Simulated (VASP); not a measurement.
# CaSe (F-43m) in VASP: further runs, part 2 of 2

VASP 6.6.1. Earlier steps stand in the parts before.

**5. Single point, PBE**

This run uses another cell than the first one, of 35.76 Å³/atom.

File INCAR:

```
SYSTEM = CaSe
PREC     = Accurate       ! precision mode
ENCUT    = 520            ! plane-wave cutoff, eV
EDIFF    = 1E-6           ! SCF threshold, eV
ISMEAR   = -1             ! smearing method
SIGMA    = 0.02           ! smearing width, eV
LREAL    = .FALSE.        ! projectors in reciprocal space
LASPH    = .TRUE.         ! aspherical terms in the spheres
NELM     = 100            ! most SCF steps
ALGO     = Normal         ! electronic algorithm
ISIF     = 2              ! what is computed and relaxed
LWAVE    = .FALSE.        ! write WAVECAR
LCHARG   = .TRUE.         ! write CHGCAR
GGA      = PE             ! functional
LELF     = .TRUE.         ! ELF
LVHAR    = .TRUE.       
NBANDS   = 15             ! bands
```

File KPOINTS:

```
Automatic mesh
0
G
  6 6 6
  0 0 0
```

File POSCAR:

```
CaSe
1.0
    0.0000000000      3.2946874855      3.2946874855
    3.2946874855      0.0000000000      3.2946874855
    3.2946874855      3.2946874855      0.0000000000
Ca Se
1 1
Direct
    0.0000000000      0.0000000000      0.0000000000
    0.2500000000      0.2500000000      0.2500000000
```

Potentials or basis: VASP PAW PBE potentials, release 64 (Ca_sv, Se).

Started as:

```console
$ cat potpaw_PBE.64/Ca_sv/POTCAR potpaw_PBE.64/Se/POTCAR > POTCAR
$ mpirun -np 1 vasp_std > vasp.out
```

OUTCAR:

```text
SYSTEM = CaSe
   PREC = Accurate
   ENCUT = 520
   EDIFF = 1E-6
   ISMEAR = -1
   LREAL = .FALSE.
   LASPH = .TRUE.
   NELM = 100
   ISIF = 2
   GGA = PE

 ion  position               nearest neighbor table
   1  0.000  0.000  0.000-   2 2.85   2 2.85   2 2.85   2 2.85
   2  0.250  0.250  0.250-   1 2.85   1 2.85   1 2.85   1 2.85

  LATTYP: Found a face centered cubic cell.
 ALAT       =     6.5893749710

  Lattice vectors:

 A1 = (   0.0000000000,   3.2946874855,   3.2946874855)
 A2 = (   3.2946874855,   0.0000000000,   3.2946874855)
 A3 = (   3.2946874855,   3.2946874855,   0.0000000000)

Analysis of symmetry for initial positions (statically):
=====================================================================
 Subroutine PRICEL returns:
 Original cell was already a primitive cell.

 Routine SETGRP: Setting up the symmetry group for a
 face centered cubic supercell.

 Subroutine GETGRP returns: Found 24 space group operations
 (whereof 24 operations were pure point group operations)
 out of a pool of 48 trial point group operations.

The static configuration has the point symmetry T_d .
[... 164 lines left out ...]
      4     -20.4869      2.00000
      5     -10.6688      2.00000
      6      -0.4471      2.00000
      7      -0.4471      2.00000
      8      -0.4471      2.00000
      9       2.8051      0.00000
     10       4.9900      0.00000
     11       4.9900      0.00000
     12       6.9667      0.00000
     13       6.9667      0.00000
     14       6.9667      0.00000
[... 257 lines left out ...]
      2     -20.5271      2.00000
      3     -20.5033      2.00000
      4     -20.4994      2.00000
      5     -10.3396      2.00000
      6      -1.3273      2.00000
      7      -0.7433      2.00000
      8      -0.4427      2.00000
      9       3.3535      0.00000
     10       4.6006      0.00000
     11       5.5075      0.00000
     12       5.7858      0.00000
     13       6.2611      0.00000
     14       7.8751      0.00000
     15       8.6979      0.00000

------------------------ aborting loop because EDIFF is reached ----------------------------------------

  FORCE on cell =-STRESS in cart. coord.  units (eV):
  Direction    XX          YY          ZZ          XY          YZ          ZX
  --------------------------------------------------------------------------------------
  -------------------------------------------------------------------------------------
  Total        0.0385330      0.0385330      0.0385330      0.0000000      0.0000000      0.0000000
  in kB        0.8631185      0.8631185      0.8631185      0.0000000      0.0000000      0.0000000
  external PRESSURE =       0.8631185 kB  Pullay stress =       0.0000000 kB

 VOLUME and BASIS-vectors are now :
 -----------------------------------------------------------------------------
  energy-cutoff  :      520.00
  volume of cell :       71.53
      direct lattice vectors                 reciprocal lattice vectors
     0.000000000  3.294687485  3.294687485    -0.151759462  0.151759462  0.151759462
     3.294687485  0.000000000  3.294687485     0.151759462 -0.151759462  0.151759462
     3.294687485  3.294687485  0.000000000     0.151759462  0.151759462 -0.151759462

 POSITION                                       TOTAL-FORCE (eV/Angst)
 -----------------------------------------------------------------------------------
      0.00000      0.00000      0.00000        -0.000000     -0.000000      0.000000
      1.64734      1.64734      1.64734         0.000000      0.000000     -0.000000
 -----------------------------------------------------------------------------------
    total drift:                                0.000000      0.000000      0.000000

  FREE ENERGIE OF THE ION-ELECTRON SYSTEM (eV)
  ---------------------------------------------------
  free  energy   TOTEN  =        -8.9698276429 eV

  energy  without entropy=       -8.9698276429  energy(sigma->0) =       -8.96982764
```

OSZICAR:

```text
N       E                     dE             d eps       ncg     rms          rms(c)
DAV:   1     0.108482246642E+03    0.10848E+03   -0.72659E+03   480   0.945E+02
DAV:   2    -0.366691001358E+01   -0.11215E+03   -0.10627E+03   599   0.227E+02
DAV:   3    -0.912056758963E+01   -0.54537E+01   -0.54126E+01   708   0.482E+01
DAV:   4    -0.939724608258E+01   -0.27668E+00   -0.27658E+00   656   0.931E+00
DAV:   5    -0.940074132876E+01   -0.34952E-02   -0.34948E-02   687   0.107E+00    0.438E+00
DAV:   6    -0.899776456821E+01    0.40298E+00   -0.53310E-01   543   0.315E+00    0.252E+00
DAV:   7    -0.895570357269E+01    0.42061E-01   -0.22143E-01   641   0.243E+00    0.104E+00
DAV:   8    -0.896850469332E+01   -0.12801E-01   -0.29447E-02   543   0.129E+00    0.208E-01
DAV:   9    -0.896871135885E+01   -0.20667E-03   -0.23887E-03   627   0.407E-01    0.110E-01
DAV:  10    -0.896967354704E+01   -0.96219E-03   -0.85214E-04   536   0.162E-01    0.295E-02
DAV:  11    -0.896982250454E+01   -0.14896E-03   -0.24927E-04   606   0.907E-02    0.120E-02
DAV:  12    -0.896982386733E+01   -0.13628E-05   -0.12495E-05   557   0.190E-02    0.345E-03
DAV:  13    -0.896982770664E+01   -0.38393E-05   -0.70497E-06   592   0.123E-02    0.335E-03
DAV:  14    -0.896982764294E+01    0.63699E-07   -0.13162E-07   513   0.202E-03
   1 F= -.89698276E+01 E0= -.89698276E+01  d E =-.422862E-11
```

Run time: 10 s. Hardware: 1 thread of Intel Xeon 6975P-C (Granite Rapids), shared host; peak memory 0.2 GiB.

Results:

| Quantity | Value |
| --- | --- |
| Free energy | -8.9698 eV |
| Pressure | 0.1 GPa |
| Band gap on the k mesh | 3.16 eV (least direct gap 3.25 eV) |

A k mesh can miss the band edges.

**6. The runs side by side**

```tsv
level	potentials or basis	cell	k mesh	smearing	gap on the mesh (eV)	pressure (GPa)
PBE	VASP PAW PBE potentials, release 64 (Ca_sv, Se)	a = 4.638 Å, angles 60.0°, 2 atoms	4 × 4 × 4	gaussian 0.01 eV	3.20	0.6
LDA	VASP PAW LDA potentials, release 64 (Ca_sv, Se)	a = 4.538 Å, angles 60.0°, 2 atoms	6 × 6 × 6	fermi-dirac 0.02 eV	3.15	0.2
PBEsol	VASP PAW PBE potentials, release 64 (Ca_sv, Se)	a = 4.598 Å, angles 60.0°, 2 atoms	6 × 6 × 6	fermi-dirac 0.02 eV	3.14	0.1
PBE	VASP PAW PBE potentials, release 64 (Ca_sv, Se)	a = 4.659 Å, angles 60.0°, 2 atoms	6 × 6 × 6	fermi-dirac 0.02 eV	3.16	0.1
```

Alike in all rows: task single point; no spin polarisation; cutoff (eV) 520.

Caveats: the PAW data sets were made with another functional, which shifts forces and pressure a little (at least some runs).

Absolute energies hang on the potentials; compare differences alone.
